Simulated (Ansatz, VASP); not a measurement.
Two plane-wave programs on Al

File INCAR:

```
SYSTEM = Al
PREC = Accurate ; ENCUT = 520
EDIFF = 1E-7 ; ISMEAR = 0
SIGMA = 0.15 ; LREAL = .False.
LASPH = .True. ; NELM = 80
ALGO = Fast ; ISIF = 2
LWAVE = .False. ; LCHARG = .True.
GGA = PE ; IVDW = 12
LELF = .True. ; LVHAR = .True.
NBANDS = 14
```

Contents of KPOINTS:

```
regular mesh
0
Gamma
  18 18 4
  0 0 0
```

Contents of POSCAR:

```
Al
1.0
    2.8144222650      0.0000000000      0.0000000000
   -1.4072111325      2.4373611785      0.0000000000
    0.0000000000      0.0000000000      9.2410470710
Al
4
Direct
    0.0000000000      0.0000000000      0.0000000000
    0.2758941646      0.5517883292      0.2348502016
    0.0000000000      0.0000000000      0.5000000000
    0.6666666667      0.3333333333      0.7500000000
```

Input for Ansatz:

```yaml
crystal:
  lattice:
    - [2.814422265, 0.0, 0.0]
    - [-1.4072111325, 2.4373611785, 0.0]
    - [0.0, 0.0, 9.241047071]
  atoms:
    - { symbol: Al, position: [0.0, 0.0, 0.0] }
    - { symbol: Al, position: [0.2758941646, 0.5517883292, 0.2348502016] }
    - { symbol: Al, position: [0.0, 0.0, 0.5] }
    - { symbol: Al, position: [0.6666666667, 0.3333333333, 0.75] }
basis:
  ecutwfc: 420
kpoints:
  mp_grid: { grid: [18, 18, 4] }
hamiltonian:
  xc: pbe
  pseudopotentials: { kind: paw, azcp: { folder: soft_1 } }
  dispersion: d3bj
scf:
  occupations: { method: gaussian, width: 0.15 }
output:
  forces: true
  stress: true
  eigenvalues: true
```

Alike in both runs: task single point; functional PBE; dispersion D3(BJ); k mesh 18 × 18 × 4; occupations gaussian, width 0.15 eV; no spin polarisation.

```csv
,VASP,Ansatz
version,VASP 6.6.1,Ansatz 0.2.0
potentials or method,"VASP PAW PBE potentials, release 64 (Al), cutoff 520 eV","scalar-relativistic, plane waves, PAW"
valence electrons in the cell,12,12
```

|  | VASP | Ansatz | Ansatz less VASP |
| --- | --- | --- | --- |
| gap on the k mesh at the Fermi level (eV) | none | none | - |
| pressure (GPa) | 1.0 | 1.0 | 0.00 |
| traceless stress, the component that is largest in VASP (GPa) | 1.34 | 1.34 | -0.005 |
| rms of the force components (eV/Å) | 0.376 | 0.376 | -0.0002 |

Atom by atom the forces differ by 0.000 eV/Å (rms over components). A gap of «none» marks a metal or a gap that the smearing closes.
